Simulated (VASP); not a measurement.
Here is a VASP 6.6.1 calculation.

INCAR

```
  PREC = Accurate
  ENCUT = 600
  EDIFF = 1E-6
  ISMEAR = 0
  SIGMA = 0.012
  LREAL = F
  LASPH = T
  NELM = 120
  ALGO = Normal
  ISIF = 2
  LWAVE = F
  LCHARG = T
  GGA = PE
  LELF = T
  LVHAR = T
  NBANDS = 14
  GGA_COMPAT = F
```

The input KPOINTS:

```
Automatic mesh
0
Gamma
  10 10 10
```

POSCAR

```
HfN
1.0
    0.0000000000      2.2560000000      2.2560000000
    2.2560000000      0.0000000000      2.2560000000
    2.2560000000      2.2560000000      0.0000000000
Hf N
1 1
Direct
    0.0000000000      0.0000000000      0.0000000000
    0.5000000000      0.5000000000      0.5000000000
```

Potentials or basis: VASP PAW PBE potentials, release 64 (Hf_pv, N).

The run is started by

```console
$ cat potpaw_PBE.64/Hf_pv/POTCAR potpaw_PBE.64/N/POTCAR > POTCAR
$ mpirun -np 1 vasp_std > vasp.out
```

Problem. What does it give for the pressure?

Solution. 4.1 GPa.

Problem. What does it give for the band gap on the k mesh?

Solution. Zero (an odd number of electrons rules out a gap without spin polarisation).

Caveat: the cell stands under pressure; spin-orbit coupling is left out, which moves the levels of the heavy elements.
